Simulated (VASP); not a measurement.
# InPd (Pm-3m) in VASP: further runs

The runs below take InPd through relaxation of cell and atoms, single point, with PBEsol, PBEsol+D3(BJ), PBEsol+D4, PBE0.

All numbers are computed with VASP 6.6.1; they aren't measurements. Logs are shortened: lines on timing, memory, paths and dates and some standing lists are left out, and cuts for length are marked.

### 1 The cell of the first run

The structure is cubic, space group Pm-3m (No. 221). Conventional cell: a = 3.272 Å, b = 3.272 Å, c = 3.272 Å, α = 90.00°, β = 90.00°, γ = 90.00°. Within 3.7 Å of In (site symmetry m-3m) lie 8 Pd at 2.83 Å and 6 In at 3.27 Å. Pd (site symmetry m-3m) has 8 In at 2.83 Å and 6 Pd at 3.27 Å within 3.7 Å.

### 2 Relaxation of cell and atoms, PBEsol

File INCAR:

```
PREC     = Accurate       # precision mode
ENCUT    = 600            # plane-wave cutoff, eV
EDIFF    = 1E-7           # SCF threshold, eV
ISMEAR   = -1             # smearing method
SIGMA    = 0.05           # smearing width, eV
LREAL    = False          # projectors in reciprocal space
LASPH    = True           # aspherical terms in the spheres
NELM     = 80             # most SCF steps
ALGO     = Normal         # electronic algorithm
ISIF     = 3              # what is computed and relaxed
LWAVE    = False          # write WAVECAR
LCHARG   = False          # write CHGCAR
GGA      = PS             # functional
IBRION   = 2              # ionic algorithm
NSW      = 80             # ionic steps
EDIFFG   = -0.02          # ionic threshold
```

File KPOINTS:

```
Automatic mesh
0
Gamma
  8 8 8
```

File POSCAR:

```
InPd
1.0
    3.2718847800      0.0000000000      0.0000000000
    0.0000000000      3.2718847800      0.0000000000
    0.0000000000      0.0000000000      3.2718847800
In Pd
1 1
Direct
    0.0000000000      0.0000000000      0.0000000000
    0.5000000000      0.5000000000      0.5000000000
```

Potentials or basis: VASP PAW PBE potentials, release 64 (In_d, Pd).

Run with:

```sh
$ cat potpaw_PBE.64/In_d/POTCAR potpaw_PBE.64/Pd/POTCAR > POTCAR
$ mpirun -np 1 vasp_std > vasp.out
```

OUTCAR:

```text
PREC = Accurate
   ENCUT = 600
   EDIFF = 1E-7
   ISMEAR = -1
   LREAL = False
   LASPH = True
   NELM = 80
   ISIF = 3
   GGA = PS
   IBRION = 2
   NSW = 80
   EDIFFG = -0.02

 ion  position               nearest neighbor table
   1  0.000  0.000  0.000-   2 2.83   2 2.83   2 2.83   2 2.83   2 2.83   2 2.83   2 2.83   2 2.83

   2  0.500  0.500  0.500-   1 2.83   1 2.83   1 2.83   1 2.83   1 2.83   1 2.83   1 2.83   1 2.83

  LATTYP: Found a simple cubic cell.
 ALAT       =     3.2718847800

  Lattice vectors:

 A1 = (   3.2718847800,   0.0000000000,   0.0000000000)
 A2 = (   0.0000000000,   3.2718847800,   0.0000000000)
 A3 = (   0.0000000000,   0.0000000000,   3.2718847800)

Analysis of symmetry for initial positions (statically):
=====================================================================
 Subroutine PRICEL returns:
 Original cell was already a primitive cell.

 Routine SETGRP: Setting up the symmetry group for a
 simple cubic supercell.

 Subroutine GETGRP returns: Found 48 space group operations
 (whereof 48 operations were pure point group operations)
 out of a pool of 48 trial point group operations.

The static configuration has the point symmetry O_h .

Analysis of symmetry for dynamics (positions and initial velocities):
=====================================================================
 Subroutine PRICEL returns:
 Original cell was already a primitive cell.

 Routine SETGRP: Setting up the symmetry group for a
 simple cubic supercell.

 Subroutine GETGRP returns: Found 48 space group operations
 (whereof 48 operations were pure point group operations)
 out of a pool of 48 trial point group operations.

The dynamic configuration has the point symmetry O_h .

 Subroutine INISYM returns: Found 48 space group operations
 (whereof 48 operations are pure point group operations),
 and found     1 'primitive' translations

----------------------------------------------------------------------------------------

                                     Primitive cell

  volume of cell :      35.0263

  direct lattice vectors                    reciprocal lattice vectors
     3.271884780  0.000000000  0.000000000     0.305634234  0.000000000  0.000000000
     0.000000000  3.271884780  0.000000000     0.000000000  0.305634234  0.000000000
     0.000000000  0.000000000  3.271884780     0.000000000  0.000000000  0.305634234

  length of vectors
     3.271884780  3.271884780  3.271884780     0.305634234  0.305634234  0.305634234

[... 103 lines left out ...]
  Thomas-Fermi vector in A             =   2.543589
   LORBIT       =      0    0 simple, 1 ext, 2 COOP (PROOUT), +10 PAW based schemes
   GGA     = PS    functional components
   LHFCALC =     F    Hartree Fock is set to
   AEXX    =    0.0000 exact exchange contribution
   IVDW    =     0    specifies the selected vdW correction
   LEPSILON=     F    determine dielectric tensor
   LRPA    =     F    only Hartree local field effects (RPA)
 conjugate gradient relaxation of ions
 non-spin polarized calculation
  energy-cutoff  :      600.00
  volume of cell :       35.03
 maximum number of plane-waves:      1189
 NGX is ok and might be reduce to    28
   NGX = 13   NGY = 13   NGZ = 13

--------------------------------------- Ionic step        1  -------------------------------------------

 number of electron      23.0000010 magnetization

 Free energy of the ion-electron system (eV)
  ---------------------------------------------------
  ext. energy  EPLUGINS =         0.00000000
  ---------------------------------------------------
  free energy    TOTEN  =        -9.99873459 eV

  energy without entropy =       -9.98854306  energy(sigma->0) =       -9.99363883

------------------------ aborting loop because EDIFF is reached ----------------------------------------

  FORCE on cell =-STRESS in cart. coord.  units (eV):
  Direction    XX          YY          ZZ          XY          YZ          ZX
  --------------------------------------------------------------------------------------
  -------------------------------------------------------------------------------------
  Total       -0.6273929     -0.6273929     -0.6273929     -0.0000000     -0.0000000      0.0000000
  in kB      -28.6982997    -28.6982997    -28.6982997     -0.0000000     -0.0000000      0.0000000
  external PRESSURE =     -28.6982997 kB  Pullay stress =       0.0000000 kB
[... 59 lines left out ...]
--------------------------------------- Ionic step        3  -------------------------------------------

 number of electron      23.0000005 magnetization

 Free energy of the ion-electron system (eV)
  ---------------------------------------------------
  ext. energy  EPLUGINS =         0.00000000
  ---------------------------------------------------
  free energy    TOTEN  =       -10.00571419 eV

  energy without entropy =       -9.99560836  energy(sigma->0) =      -10.00066127

 E-fermi :  10.5604     XC(G=0): -12.5281

 val. band max:       10.5273102101   @ k =   0.3750   0.3750   0.1250
 cond. band min:      10.6173295676   @ k =   0.5000   0.5000   0.5000
 fundamental gap:      0.0900193576
 Fermi energy:        10.5604347196

 k-point     1 :       0.0000    0.0000    0.0000
  band No.  band energies     occupation
      1      -4.2723      2.00000
      2      -4.2723      2.00000
      3      -3.8316      2.00000
      4      -3.8316      2.00000
      5      -3.8316      2.00000
      6       0.3640      2.00000
      7       6.7434      2.00000
      8       6.7434      2.00000
      9       8.3457      2.00000
     10       8.3457      2.00000
     11       8.3457      2.00000
     12      14.8631      0.00000
     13      14.8631      0.00000
     14      14.8631      0.00000
[... 401 lines left out ...]
      2      -4.0137      2.00000
      3      -4.0016      2.00000
      4      -3.9798      2.00000
      5      -3.6608      2.00000
      6       4.3939      2.00000
      7       6.5673      2.00000
      8       6.9935      2.00000
      9       7.4414      2.00000
     10       8.3500      2.00000
     11       9.0434      2.00000
     12       9.6062      2.00000
     13      12.9595      0.00000
     14      14.2137      0.00000
     15      18.5507      0.00000

 [... further k-points ...]

------------------------ aborting loop because EDIFF is reached ----------------------------------------

  FORCE on cell =-STRESS in cart. coord.  units (eV):
  Direction    XX          YY          ZZ          XY          YZ          ZX
  --------------------------------------------------------------------------------------
  -------------------------------------------------------------------------------------
  Total        0.0031494      0.0031494      0.0031494     -0.0000000     -0.0000000      0.0000000
  in kB        0.1472484      0.1472484      0.1472484     -0.0000000     -0.0000000      0.0000000
  external PRESSURE =       0.1472484 kB  Pullay stress =       0.0000000 kB
[... 17 lines left out ...]
  FREE ENERGIE OF THE ION-ELECTRON SYSTEM (eV)
  ---------------------------------------------------
  free  energy   TOTEN  =       -10.0057141908 eV

  energy  without entropy=       -9.9956083560  energy(sigma->0) =      -10.00066127

 reached required accuracy - stopping structural energy minimisation
```

CONTCAR:

```text
InPd
   1.00000000000000
     3.2481074761812074   -0.0000000000000000    0.0000000000000000
    -0.0000000000000000    3.2481074761812074    0.0000000000000000
    -0.0000000000000000   -0.0000000000000000    3.2481074761812074
  In              Pd
     1     1
Direct
     0.0000000000000000    0.0000000000000000    0.0000000000000000
     0.5000000000000000    0.5000000000000000    0.5000000000000000

  0.00000000E+00  0.00000000E+00  0.00000000E+00
  0.00000000E+00  0.00000000E+00  0.00000000E+00
```

Wall time 60 s (1 thread of Intel Xeon 8259CL, shared host); peak memory 0.18 GiB.

Results:

```
Free energy                           : -10.0057 eV
Relaxed volume                        : 17.13 Å³/atom
Relaxed cell                          : a = 3.248 Å, b = 3.248 Å, c = 3.248 Å, α = 90.00°, β = 90.00°, γ = 90.00°
Space group after relaxing (to 0.1 Å) : Pm-3m (No. 221)
Energy gained by relaxing             : 3.5 meV/atom
Ionic steps                           : 3
Pressure after relaxing               : 0.0 GPa
Band gap on the k mesh                : zero (an odd number of electrons rules out a gap without spin polarisation)
```

The path:
| step | energy change (eV) | largest force (eV/Å) | pressure (GPa) | volume (Å³) |
| --- | --- | --- | --- | --- |
| 1 | 0.0000 | 0.0000 | -2.87 | 35.03 |
| 2 | 0.0017 | 0.0000 | 3.54 | 33.46 |
| 3 | -0.0070 | 0.0000 | 0.01 | 34.27 |

Final structure:
```cif
data_structure
_symmetry_space_group_name_H-M 'P 1'
_symmetry_Int_Tables_number 1
_cell_length_a 3.2481
_cell_length_b 3.2481
_cell_length_c 3.2481
_cell_angle_alpha 90.000
_cell_angle_beta 90.000
_cell_angle_gamma 90.000
_cell_volume 34.27
loop_
_atom_site_label
_atom_site_type_symbol
_atom_site_fract_x
_atom_site_fract_y
_atom_site_fract_z
_atom_site_occupancy
In1 In 0.00000 0.00000 0.00000 1
Pd1 Pd 0.50000 0.50000 0.50000 1
```

Caveat: the PAW data sets were made with another functional, which shifts forces and pressure a little; spin-orbit coupling is left out, which moves the levels of the heavy elements.

### 3 Relaxation of cell and atoms, PBEsol+D3(BJ)

File INCAR:

```
SYSTEM = InPd
ALGO = Normal ; EDIFF = 1E-7
EDIFFG = -0.02 ; ENCUT = 600
GGA = PS ; IBRION = 2
ISIF = 3 ; ISMEAR = -1
IVDW = 12 ; LASPH = .TRUE.
LCHARG = .FALSE. ; LREAL = .FALSE.
LWAVE = .FALSE. ; NELM = 100
NSW = 80 ; PREC = Accurate
SIGMA = 0.05
```

File KPOINTS:

```
k-points
0
G
  8 8 8
  0 0 0
```

POSCAR is that of step 2.

Potentials or basis: VASP PAW PBE potentials, release 64 (In_d, Pd).

Run with:

```sh
$ cat potpaw_PBE.64/In_d/POTCAR potpaw_PBE.64/Pd/POTCAR > POTCAR
$ mpirun -np 1 vasp_std > vasp.out
```

Wall time 70 s (1 thread of Intel Xeon 8259CL, shared host); peak memory 0.19 GiB.

Results (log left out):

```yaml
Free_energy: -11.1161 eV
Relaxed_volume: 16.54 Å³/atom
Relaxed_cell: a = 3.210 Å, b = 3.210 Å, c = 3.210 Å, α = 90.00°, β = 90.00°, γ = 90.00°
Space_group_after_relaxing_to_0.1_Å: Pm-3m (No. 221)
Energy_gained_by_relaxing: 25.7 meV/atom
Ionic_steps: 3
Pressure_after_relaxing: -0.1 GPa
Band_gap_on_the_k_mesh: zero (an odd number of electrons rules out a gap without spin polarisation)
Dispersion_energy_per_atom: -0.565 eV
```

Step by step:
```
step  energy change (eV)  largest force (eV/Å)  pressure (GPa)  volume (Å³)
   1              0.0000                0.0000           -7.83        35.03
   2              0.0308                0.0000           12.95        30.86
   3             -0.0515                0.0000           -0.13        33.08
```

Final structure:
```cif
data_structure
_symmetry_space_group_name_H-M 'P 1'
_symmetry_Int_Tables_number 1
_cell_length_a 3.2101
_cell_length_b 3.2101
_cell_length_c 3.2101
_cell_angle_alpha 90.000
_cell_angle_beta 90.000
_cell_angle_gamma 90.000
_cell_volume 33.08
loop_
_atom_site_label
_atom_site_type_symbol
_atom_site_fract_x
_atom_site_fract_y
_atom_site_fract_z
_atom_site_occupancy
In1 In 0.00000 0.00000 0.00000 1
Pd1 Pd 0.50000 0.50000 0.50000 1
```

Levels at points of the mesh, in eV from the Fermi level:
```
           k point  band 8  band 9  band 10  band 11  band 12  band 13  band 14  band 15
(0.00, 0.00, 0.00)   -4.00   -2.30    -2.30    -2.30     4.36     4.36     4.36    10.23
(0.50, 0.00, 0.00)   -4.02   -3.41    -3.41    -2.40    -1.06    10.13    10.13    10.19
(0.50, 0.50, 0.00)   -2.74   -2.74    -2.49    -2.49    -1.67     1.84     2.73     9.93
(0.50, 0.50, 0.50)   -5.16   -1.63    -1.63     0.21     3.94     3.94     3.94     4.72
```

Caveat: the PAW data sets were made with another functional, which shifts forces and pressure a little; spin-orbit coupling is left out, which moves the levels of the heavy elements.

### 4 Relaxation of cell and atoms, PBEsol+D4

File INCAR:

```
SYSTEM = InPd
PREC = Accurate ; ENCUT = 600
EDIFF = 1E-7 ; ISMEAR = -1
SIGMA = 0.05 ; LREAL = .FALSE.
LASPH = .TRUE. ; NELM = 60
ALGO = Normal ; ISIF = 3
LWAVE = .FALSE. ; LCHARG = .FALSE.
GGA = PS ; IVDW = 13
IBRION = 2 ; NSW = 80
EDIFFG = -0.02
```

File KPOINTS:

```
regular mesh
0
G
  8 8 8
  0 0 0
```

POSCAR is that of step 3.

Potentials or basis: VASP PAW PBE potentials, release 64 (In_d, Pd).

Run with:

```sh
$ cat potpaw_PBE.64/In_d/POTCAR potpaw_PBE.64/Pd/POTCAR > POTCAR
$ mpirun -np 1 vasp_std > vasp.out
```

OUTCAR:

```text
SYSTEM = InPd
   PREC = Accurate
   ENCUT = 600
   EDIFF = 1E-7
   ISMEAR = -1
   LREAL = .FALSE.
   LASPH = .TRUE.
   NELM = 60
   ISIF = 3
   GGA = PS
   IVDW = 13
   IBRION = 2
   NSW = 80
   EDIFFG = -0.02

 ion  position               nearest neighbor table
   1  0.000  0.000  0.000-   2 2.83   2 2.83   2 2.83   2 2.83   2 2.83   2 2.83   2 2.83   2 2.83

   2  0.500  0.500  0.500-   1 2.83   1 2.83   1 2.83   1 2.83   1 2.83   1 2.83   1 2.83   1 2.83

  LATTYP: Found a simple cubic cell.
 ALAT       =     3.2718847800

  Lattice vectors:

 A1 = (   3.2718847800,   0.0000000000,   0.0000000000)
 A2 = (   0.0000000000,   3.2718847800,   0.0000000000)
 A3 = (   0.0000000000,   0.0000000000,   3.2718847800)

Analysis of symmetry for initial positions (statically):
=====================================================================
 Subroutine PRICEL returns:
 Original cell was already a primitive cell.

 Routine SETGRP: Setting up the symmetry group for a
 simple cubic supercell.

 Subroutine GETGRP returns: Found 48 space group operations
 (whereof 48 operations were pure point group operations)
 out of a pool of 48 trial point group operations.

The static configuration has the point symmetry O_h .

Analysis of symmetry for dynamics (positions and initial velocities):
=====================================================================
[... 157 lines left out ...]
  free energy    TOTEN  =        -9.99873459 eV

  energy without entropy =       -9.98854306  energy(sigma->0) =       -9.99363883

------------------------ aborting loop because EDIFF is reached ----------------------------------------

  DFT-D4 for vdW energy calculation

  Edisp (eV):   -0.55554
[... 71 lines left out ...]
--------------------------------------- Ionic step        3  -------------------------------------------

 number of electron      22.9999997 magnetization

 Free energy of the ion-electron system (eV)
  ---------------------------------------------------
  ext. energy  EPLUGINS =         0.00000000
  ---------------------------------------------------
  free energy    TOTEN  =       -10.00114109 eV

  energy without entropy =       -9.99116500  energy(sigma->0) =       -9.99615305

 E-fermi :  10.8405     XC(G=0): -12.6281

 val. band max:       10.8088204239   @ k =   0.3750   0.2500   0.1250
 cond. band min:      10.9712960794   @ k =   0.5000   0.5000   0.5000
 fundamental gap:      0.1624756555
 Fermi energy:        10.8405105625

 k-point     1 :       0.0000    0.0000    0.0000
  band No.  band energies     occupation
      1      -4.0424      2.00000
      2      -4.0424      2.00000
      3      -3.5787      2.00000
      4      -3.5787      2.00000
      5      -3.5787      2.00000
      6       0.4948      2.00000
      7       6.9351      2.00000
      8       6.9351      2.00000
      9       8.5837      2.00000
     10       8.5837      2.00000
     11       8.5837      2.00000
     12      15.1715      0.00000
     13      15.1715      0.00000
     14      15.1715      0.00000
[... 401 lines left out ...]
      2      -3.7713      2.00000
      3      -3.7580      2.00000
      4      -3.7352      2.00000
      5      -3.3993      2.00000
      6       4.5752      2.00000
      7       6.7580      2.00000
      8       7.1925      2.00000
      9       7.6506      2.00000
     10       8.5847      2.00000
     11       9.2917      2.00000
     12       9.8685      2.00000
     13      13.3223      0.00000
     14      14.5553      0.00000
     15      18.9351      0.00000

 [... further k-points ...]

------------------------ aborting loop because EDIFF is reached ----------------------------------------

  DFT-D4 for vdW energy calculation

  Edisp (eV):   -0.57656
[... 25 lines left out ...]
  FREE ENERGIE OF THE ION-ELECTRON SYSTEM (eV)
  ---------------------------------------------------
  free  energy   TOTEN  =       -10.5776978050 eV

  energy  without entropy=      -10.5677217140  energy(sigma->0) =      -10.57270976

 reached required accuracy - stopping structural energy minimisation
```

It took 73 s on 1 thread of Intel Xeon 8259CL, shared host; peak memory 0.18 GiB.

What came out:

```yaml
Free_energy: -10.5777 eV
Relaxed_volume: 16.84 Å³/atom
Relaxed_cell: a = 3.229 Å, b = 3.229 Å, c = 3.229 Å, α = 90.00°, β = 90.00°, γ = 90.00°
Space_group_after_relaxing_to_0.1_Å: Pm-3m (No. 221)
Energy_gained_by_relaxing: 11.7 meV/atom
Ionic_steps: 3
Pressure_after_relaxing: 0.0 GPa
Band_gap_on_the_k_mesh: zero (an odd number of electrons rules out a gap without spin polarisation)
Dispersion_energy_per_atom: -0.288 eV
```

The path:
| step | energy change (eV) | largest force (eV/Å) | pressure (GPa) | volume (Å³) |
| --- | --- | --- | --- | --- |
| 1 | 0.0000 | 0.0000 | -5.28 | 35.03 |
| 2 | 0.0099 | 0.0000 | 7.57 | 32.18 |
| 3 | -0.0234 | 0.0000 | -0.01 | 33.68 |

Final structure:
```
In Pd
1.0
     3.22927    0.00000    0.00000
     0.00000    3.22927    0.00000
     0.00000    0.00000    3.22927
In Pd
1 1
Direct
  0.00000 0.00000 0.00000
  0.50000 0.50000 0.50000
```

Caveat: the PAW data sets were made with another functional, which shifts forces and pressure a little; spin-orbit coupling is left out, which moves the levels of the heavy elements.

(Continued in part 2 of 2.)
